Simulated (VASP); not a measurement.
Set up this calculation in VASP 6.6.1, as the native input.

| Property | Result |
| --- | --- |
| Task | single point |
| Functional | PBEsol |
| Potentials or basis | VASP PAW PBE potentials, release 64 (V_sv, Si) |
| Cutoff | 520 eV |
| k mesh | 7 × 7 × 4 |
| Occupations | fermi-dirac, width 0.05 eV |
| Spin | collinear spin, ferromagnetic start |
| Starting moments | [2.0, 2.0, 2.0, 0.0, 0.0, 0.0, 0.0, 0.0, 0.0] μB |
| Dipole correction | no |
| Further INCAR settings | ALGO = Normal; EDIFF = 1e-07; NBANDS = 46 |

The structure of VSi2 lies in POSCAR:

```
VSi2
1.0
    4.5726000000      0.0000000000      0.0000000000
   -2.2863000000      3.9599877613      0.0000000000
    0.0000000000      0.0000000000      6.3744000000
V Si
3 6
Direct
    0.0000000000      0.5000000000      0.3333333333
    0.5000000000      0.5000000000      0.6666666667
    0.5000000000      0.0000000000      0.0000000000
    0.3252000000      0.1626000000      0.3333333333
    0.1626000000      0.8374000000      0.6666666667
    0.8374000000      0.6748000000      0.0000000000
    0.6748000000      0.8374000000      0.3333333333
    0.8374000000      0.1626000000      0.6666666667
    0.1626000000      0.3252000000      0.0000000000
```

The input as run:

INCAR

```
SYSTEM = VSi2
  ALGO = Normal
  EDIFF = 1E-7
  ENCUT = 520
  GGA = PS
  ISIF = 2
  ISMEAR = -1
  ISPIN = 2
  LASPH = .True.
  LCHARG = .True.
  LELF = .True.
  LMAXMIX = 4
  LORBIT = 11
  LREAL = .False.
  LVHAR = .True.
  LWAVE = .False.
  MAGMOM = 2 2 2 0 0 0 0 0 0
  NBANDS = 46
  NELM = 150
  PREC = Accurate
  SIGMA = 0.05
```

KPOINTS

```
k-points
0
Gamma
  7 7 4
  0 0 0
```

Potentials or basis: VASP PAW PBE potentials, release 64 (V_sv, Si).

Launch:

```console
$ cat potpaw_PBE.64/V_sv/POTCAR potpaw_PBE.64/Si/POTCAR > POTCAR
$ mpirun -np 1 vasp_std > vasp.out
```

It gave:

```yaml
Pressure: -5.1 GPa
Largest_force: 0.066 eV/Å
Net_moment: 0.00 μB per cell
Valence_electrons_inside_the_program's_atomic_spheres: V 11.70; Si 1.64
```

Caveat: the cell stands under tension; the PAW data sets were made with another functional, which shifts forces and pressure a little.

It took 3.3 min on 1 thread of AMD EPYC 9R45 96-Core Processor (Zen 5) (shared host), peak memory 0.35 GiB.
